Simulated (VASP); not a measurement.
Here is a VASP 6.6.1 calculation.

File POSCAR:

```
SnTe
1.0
    0.0000000000      3.1893303349      3.1893303349
    3.1893303349      0.0000000000      3.1893303349
    3.1893303349      3.1893303349      0.0000000000
Sn Te
1 1
Direct
    0.0000000000      0.0000000000      0.0000000000
    0.5000000000      0.5000000000      0.5000000000
```

File INCAR.step1:

```
PREC     = Accurate       # precision mode
ENCUT    = 520            # plane-wave cutoff, eV
EDIFF    = 1E-5           # SCF threshold, eV
ISMEAR   = -1             # smearing method
SIGMA    = 0.02           # smearing width, eV
LREAL    = False          # projectors in reciprocal space
LASPH    = True           # aspherical terms in the spheres
NELM     = 80             # most SCF steps
ALGO     = Normal         # electronic algorithm
ISIF     = 2              # what is computed and relaxed
LWAVE    = True           # write WAVECAR
GGA      = PE             # functional
NBANDS   = 17             # bands
```

Contents of INCAR.step2:

```
PREC     = Accurate       # precision mode
ENCUT    = 520            # plane-wave cutoff, eV
EDIFF    = 1E-7           # SCF threshold, eV
ISMEAR   = -1             # smearing method
SIGMA    = 0.02           # smearing width, eV
LREAL    = False          # projectors in reciprocal space
LASPH    = True           # aspherical terms in the spheres
NELM     = 80             # most SCF steps
ALGO     = Normal         # electronic algorithm
ISIF     = 2              # what is computed and relaxed
LWAVE    = False          # write WAVECAR
LCHARG   = True           # write CHGCAR
GGA      = PE             # functional
LHFCALC  = True           # exact exchange
HFSCREEN = 0.2079         # screening, 1/A
PRECFOCK = Normal       
LELF     = True           # ELF
LVHAR    = True         
ISTART   = 1            
NBANDS   = 17             # bands
```

KPOINTS

```
regular mesh
0
Gamma
  6 6 6
```

Potentials or basis: VASP PAW PBE potentials, release 64 (Sn_d, Te).

Launch:

```bash
$ cat potpaw_PBE.64/Sn_d/POTCAR potpaw_PBE.64/Te/POTCAR > POTCAR
$ cp INCAR.step1 INCAR
$ mpirun -np 1 vasp_std > vasp.out
$ cp INCAR.step2 INCAR
$ mpirun -np 1 vasp_std > vasp.out
```

Problem. Estimate the band gap on the k mesh.

Solution. 0.20 eV.

Problem. Predict the pressure.

Solution. -0.5 GPa.

Caveat: the PAW data sets were made with another functional, which shifts forces and pressure a little; spin-orbit coupling is left out, which moves the levels of the heavy elements. A k mesh can miss the band edges.
